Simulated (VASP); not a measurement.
# Rb3Ru (P6/mmm) in VASP: further runs, part 2 of 2

VASP 6.6.1.

## Step 3: Single point, PBE

This run uses another cell than the first one, of 40.49 Å³/atom.

INCAR reads:

```
ALGO     = Normal         # electronic algorithm
EDIFF    = 1E-6           # SCF threshold, eV
ENCUT    = 520            # plane-wave cutoff, eV
GGA      = PE             # functional
ISIF     = 2              # what is computed and relaxed
ISMEAR   = 0              # smearing method
LASPH    = True           # aspherical terms in the spheres
LCHARG   = False          # write CHGCAR
LREAL    = False          # projectors in reciprocal space
LWAVE    = False          # write WAVECAR
NBANDS   = 28             # bands
NELM     = 80             # most SCF steps
PREC     = Accurate       # precision mode
SIGMA    = 0.1            # smearing width, eV
```

KPOINTS reads:

```
k-points
0
Gamma
  3 3 4
```

POSCAR reads:

```
Rb3Ru
1.0
    7.4540343985      0.0000000000      0.0000000000
   -3.7270171992      6.4553831498      0.0000000000
    0.0000000000      0.0000000000      3.3656570594
Rb Ru
3 1
Direct
    0.5000000000      0.0000000000      0.0000000000
    0.0000000000      0.5000000000      0.0000000000
    0.5000000000      0.5000000000      0.0000000000
    0.0000000000      0.0000000000      0.0000000000
```

Potentials or basis: VASP PAW PBE potentials, release 64 (Rb_sv, Ru_pv).

On the command line:

```bash
$ cat potpaw_PBE.64/Rb_sv/POTCAR potpaw_PBE.64/Ru_pv/POTCAR > POTCAR
$ mpirun -np 1 vasp_std > vasp.out
```

It took 94 s on 1 thread of AMD EPYC 7R43 (Zen 3), shared host; peak memory 0.24 GiB.

It converged, with:

| Quantity | Value |
| --- | --- |
| Free energy | -6.4886 eV |
| Pressure | 0.2 GPa |
| Band gap on the k mesh | zero (an odd number of electrons rules out a gap without spin polarisation) |

Stress tensor (GPa, compression positive):
```
0.33 0.00 0.00
0.00 0.33 0.00
0.00 0.00 0.02
```

Levels at points of the mesh, in eV from the Fermi level:
| k point | band 18 | band 19 | band 20 | band 21 | band 22 | band 23 | band 24 | band 25 |
| --- | --- | --- | --- | --- | --- | --- | --- | --- |
| (0.00, 0.00, 0.00) | -0.67 | -0.67 | -0.56 | 0.36 | 0.36 | 1.58 | 1.58 | 1.82 |
| (0.00, 0.00, 0.50) | -0.57 | -0.30 | -0.18 | -0.18 | 1.21 | 1.35 | 1.91 | 1.91 |

Caveat: the k points lie up to 0.47 Å⁻¹ apart, too coarse for converged energies and pressures of a metal.

## Step 4: Relaxation of cell and atoms, PBE

INCAR reads:

```
ALGO = Normal
EDIFF = 1E-6
EDIFFG = -0.04
ENCUT = 600
GGA = PE
IBRION = 2
ISIF = 3
ISMEAR = 0
LASPH = True
LCHARG = False
LREAL = False
LWAVE = False
NELM = 80
NSW = 90
PREC = Accurate
SIGMA = 0.1
```

KPOINTS is that of step 3.

POSCAR reads:

```
Rb3Ru
1.0
    6.2518141400      0.0000000000      0.0000000000
   -3.1259070700      5.4142298700      0.0000000000
    0.0000000000      0.0000000000      4.3787047200
Rb Ru
3 1
Direct
    0.5000000000      0.0000000000      0.0000000000
    0.0000000000      0.5000000000      0.0000000000
    0.5000000000      0.5000000000      0.0000000000
    0.0000000000      0.0000000000      0.0000000000
```

Potentials or basis: VASP PAW PBE potentials, release 64 (Rb_sv, Ru_pv).

On the command line:

```bash
$ cat potpaw_PBE.64/Rb_sv/POTCAR potpaw_PBE.64/Ru_pv/POTCAR > POTCAR
$ mpirun -np 1 vasp_std > vasp.out
```

OUTCAR:

```text
EDIFF = 1E-6
   EDIFFG = -0.04
   ENCUT = 600
   GGA = PE
   IBRION = 2
   ISIF = 3
   ISMEAR = 0
   LASPH = True
   LREAL = False
   NELM = 80
   NSW = 90
   PREC = Accurate

 ion  position               nearest neighbor table
   1  0.500  0.000  0.000-   4 3.13   4 3.13   2 3.13   3 3.13   3 3.13   2 3.13   3 5.38   3 5.38
                             3 5.38   3 5.38   2 5.38   2 5.38   2 5.38   2 5.38   2 5.41   2 5.41
   2  0.000  0.500  0.000-   3 3.13   3 3.13   4 3.13   4 3.13   1 3.13   1 3.13   3 5.38   3 5.38
                             3 5.38   3 5.38   1 5.38   1 5.38   1 5.38   1 5.38   1 5.41   1 5.41
   3  0.500  0.500  0.000-   2 3.13   2 3.13   4 3.13   1 3.13   1 3.13   4 3.13   2 5.38   2 5.38
                             2 5.38   2 5.38   1 5.38   1 5.38   1 5.38   1 5.38   1 5.41   1 5.41
   4  0.000  0.000  0.000-   1 3.13   1 3.13   3 3.13   2 3.13   2 3.13   3 3.13

  LATTYP: Found a hexagonal cell.
 ALAT       =     6.2518141400
 C/A-ratio  =     0.7003894585

  Lattice vectors:

 A1 = (   6.2518141400,   0.0000000000,   0.0000000000)
 A2 = (  -3.1259070700,   5.4142298700,   0.0000000000)
 A3 = (   0.0000000000,   0.0000000000,   4.3787047200)

Analysis of symmetry for initial positions (statically):
=====================================================================
 Subroutine PRICEL returns:
 Original cell was already a primitive cell.
[... 165 lines left out ...]
  Direction    XX          YY          ZZ          XY          YZ          ZX
  --------------------------------------------------------------------------------------
  -------------------------------------------------------------------------------------
  Total        7.4067674      7.4067674     -1.3606440      0.0000000     -0.0000000      0.0000000
  in kB       80.0665062     80.0665063    -14.7084426      0.0000000     -0.0000000      0.0000000
  external PRESSURE =      48.4748566 kB  Pullay stress =       0.0000000 kB
[... 95 lines left out ...]
  FREE ENERGIE OF THE ION-ELECTRON SYSTEM (eV)
  ---------------------------------------------------
  free  energy   TOTEN  =        -6.1550612944 eV

  energy  without entropy=       -6.1304238869  energy(sigma->0) =       -6.14274259

[... ionic steps 4 to 12 ...]

--------------------------------------- Ionic step       13  -------------------------------------------

 number of electron      41.0000007 magnetization

------------------------ aborting loop because EDIFF is reached ----------------------------------------
[... 71 lines left out ...]
--------------------------------------- Ionic step       15  -------------------------------------------

 number of electron      40.9999990 magnetization

 Free energy of the ion-electron system (eV)
  ---------------------------------------------------
  ext. energy  EPLUGINS =         0.00000000
  ---------------------------------------------------
  free energy    TOTEN  =        -6.48656167 eV

  energy without entropy =       -6.45928496  energy(sigma->0) =       -6.47292331

 E-fermi :   2.0227     XC(G=0):  -7.7286

 val. band max:        1.9871070521   @ k =   0.3333   0.3333   0.5000
 cond. band min:       2.1229561123   @ k =   0.0000   0.0000   0.2500
 fundamental gap:      0.1358490602
 Fermi energy:         2.0226631266

 k-point     1 :       0.0000    0.0000    0.0000
  band No.  band energies     occupation
      1     -39.3879      2.00000
      2     -39.1250      2.00000
      3     -39.1250      2.00000
      4     -27.0136      2.00000
      5     -26.9376      2.00000
      6     -26.9376      2.00000
[... 263 lines left out ...]
  FREE ENERGIE OF THE ION-ELECTRON SYSTEM (eV)
  ---------------------------------------------------
  free  energy   TOTEN  =        -6.4865616664 eV

  energy  without entropy=       -6.4592849630  energy(sigma->0) =       -6.47292331

 reached required accuracy - stopping structural energy minimisation
```

OSZICAR:

```text
N       E                     dE             d eps       ncg     rms          rms(c)
DAV:   1     0.335840463391E+03    0.33584E+03   -0.21877E+04   472   0.166E+03
DAV:   2     0.132553421811E+02   -0.32259E+03   -0.31856E+03   608   0.363E+02
DAV:   3    -0.718054706157E+01   -0.20436E+02   -0.20355E+02   672   0.836E+01
[... 294 lines left out ...]
DAV:  13    -0.648660278895E+01    0.12390E-03   -0.20556E-04   576   0.264E-02    0.576E-02
DAV:  14    -0.648657362931E+01    0.29160E-04   -0.53928E-05   520   0.133E-02    0.316E-02
DAV:  15    -0.648656339620E+01    0.10233E-04   -0.19712E-05   472   0.838E-03    0.136E-02
DAV:  16    -0.648656162743E+01    0.17688E-05   -0.62571E-06   408   0.482E-03    0.382E-03
DAV:  17    -0.648656166638E+01   -0.38953E-07   -0.20904E-07   248   0.209E-03
  15 F= -.64865617E+01 E0= -.64729233E+01  d E =-.174340E-01
```

CONTCAR:

```text
Rb3Ru
   1.00000000000000
     7.5921066322200650    0.0000000000000000    0.0000000000000000
    -3.7960533161100325    6.5749572197828856    0.0000000000000000
     0.0000000000000000    0.0000000000000000    3.4073282369046898
  Rb              Ru
     3     1
Direct
     0.5000000000000000    0.0000000000000000    1.0000000000000000
     0.0000000000000000    0.5000000000000000    0.0000000000000000
     0.5000000000000000    0.5000000000000000    0.0000000000000000
     0.0000000000000000    0.0000000000000000    0.0000000000000000

  0.00000000E+00  0.00000000E+00  0.00000000E+00
  0.00000000E+00  0.00000000E+00  0.00000000E+00
  0.00000000E+00  0.00000000E+00  0.00000000E+00
  0.00000000E+00  0.00000000E+00  0.00000000E+00
```

It took 18 min on 1 thread of AMD EPYC 7R43 (Zen 3), shared host; peak memory 0.28 GiB.

Results:

```yaml
Free_energy: -6.4866 eV
Relaxed_volume: 42.52 Å³/atom
Relaxed_cell: a = 7.592 Å, b = 7.592 Å, c = 3.407 Å, α = 90.00°, β = 90.00°, γ = 120.00°
Space_group_after_relaxing_to_0.1_Å: P6/mmm (No. 191)
Energy_gained_by_relaxing: 423.0 meV/atom
Ionic_steps: 15
Pressure_after_relaxing: -0.1 GPa
Band_gap_on_the_k_mesh: zero (an odd number of electrons rules out a gap without spin polarisation)
```

Stress tensor (GPa, compression positive):
```
-0.14  0.00  0.00
 0.00 -0.14  0.00
 0.00  0.00 -0.01
```

The path:
```tsv
step	energy change (eV)	largest force (eV/Å)	pressure (GPa)	volume (Å³)
1	0.0000	0.0000	4.85	148.21
2	-0.9682	0.0000	1.68	172.99
3	-1.3604	0.0000	-0.19	201.12
4	-1.4051	0.0000	-0.13	210.86
5	-1.3582	0.0000	-1.04	230.81
6	-1.3964	0.0000	-0.88	222.21
7	-1.4060	0.0000	-0.71	216.51
8	-1.4068	0.0000	-0.64	214.11
9	-1.4764	0.0000	-0.64	207.49
10	-1.6453	0.0000	-0.56	187.33
11	-0.7938	0.0000	3.27	145.69
12	-1.6593	0.0000	-0.56	184.49
13	-1.6683	0.0000	-0.32	174.04
14	-1.6745	0.0000	-0.45	178.58
15	-1.6919	0.0000	-0.10	170.09
```

Final structure:
```
Rb Ru
1.0
     7.59211    0.00000    0.00000
    -3.79605    6.57496    0.00000
     0.00000    0.00000    3.40733
Rb Ru
3 1
Direct
  0.50000 0.00000 0.00000
  0.00000 0.50000 0.00000
  0.50000 0.50000 0.00000
  0.00000 0.00000 0.00000
```

Levels at points of the mesh, in eV from the Fermi level:
```csv
k point,band 19,band 20,band 21,band 22,band 23,band 24
"(0.00, 0.00, 0.00)",-0.64,-0.53,0.32,0.32,1.46,1.46
"(0.00, 0.00, 0.50)",-0.23,-0.17,-0.17,1.14,1.29,1.87
```

Caveat: the k points lie up to 0.46 Å⁻¹ apart in the final cell, too coarse for converged energies and pressures of a metal; a cell axis changed by over 15 % at a fixed basis, so the end point is rough.

## Step 5: Summary

| task | cell | cutoff (eV) | gap on the mesh (eV) | pressure (GPa) |
| --- | --- | --- | --- | --- |
| single point | a = 6.252, b = 6.252, c = 4.379 Å, angles 90.0, 90.0, 120.0°, 4 atoms | 520 | none | 4.9 |
| single point | a = 7.454, b = 7.454, c = 3.366 Å, angles 90.0, 90.0, 120.0°, 4 atoms | 520 | none | 0.2 |
| relaxation of cell and atoms | relaxed from a = 6.252, b = 6.252, c = 4.379 Å, angles 90.0, 90.0, 120.0°, 4 atoms | 600 | none | -0.1 |

Alike in all rows: level PBE; potentials or basis VASP PAW PBE potentials, release 64 (Rb_sv, Ru_pv); no spin polarisation; k mesh 3 × 3 × 4; smearing gaussian 0.1 eV.

Caveats: all runs use coarse meshes; a cell axis changed by over 15 % at a fixed basis, so the end point is rough (at least some runs).

Absolute energies hang on the potentials; compare differences alone.

The gap in the log of VASP goes by the Fermi energy; the results here count the filled bands.